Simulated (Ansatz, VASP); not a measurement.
## TiSi2 in VASP and in Ansatz

```
Ti Si
1.0
     0.00002    4.13552    4.28012
     2.40379    0.00000    4.28014
     2.40380    4.13554    0.00000
Ti Si
2 4
Direct
  0.75000 0.75000 0.75000
  0.49999 0.50000 0.50000
  0.08690 0.41310 0.08692
  0.41310 0.08690 0.41309
  0.16310 0.83690 0.16309
  0.83691 0.16310 0.83691
```

Change from the starting cell: all atoms moved at random, sigma 0.15 Å a component; relaxed back.

Alike in both runs: functional PBE; k mesh 10 × 10 × 10; occupations gaussian, width 0.15 eV; no spin polarisation.

Ansatz relaxed the structure, and its values are those at the end. VASP's run is a single point on that final structure, the one shown.

|  | VASP | Ansatz |
| --- | --- | --- |
| version | VASP 6.6.1 | Ansatz 0.2.0 |
| potentials or method | VASP PAW PBE potentials, release 64 (Ti_sv, Si), cutoff 520 eV | scalar-relativistic, plane waves, PAW |
| valence electrons in the cell | 40 | 40 |

VASP gave:

- gap on the k mesh at the Fermi level (eV): none
- pressure (GPa): -0.1

Q: Which values does Ansatz return?

A: gap on the k mesh at the Fermi level (eV): none; pressure (GPa): 0.0.

A gap of «none» marks a metal or a gap that the smearing closes.
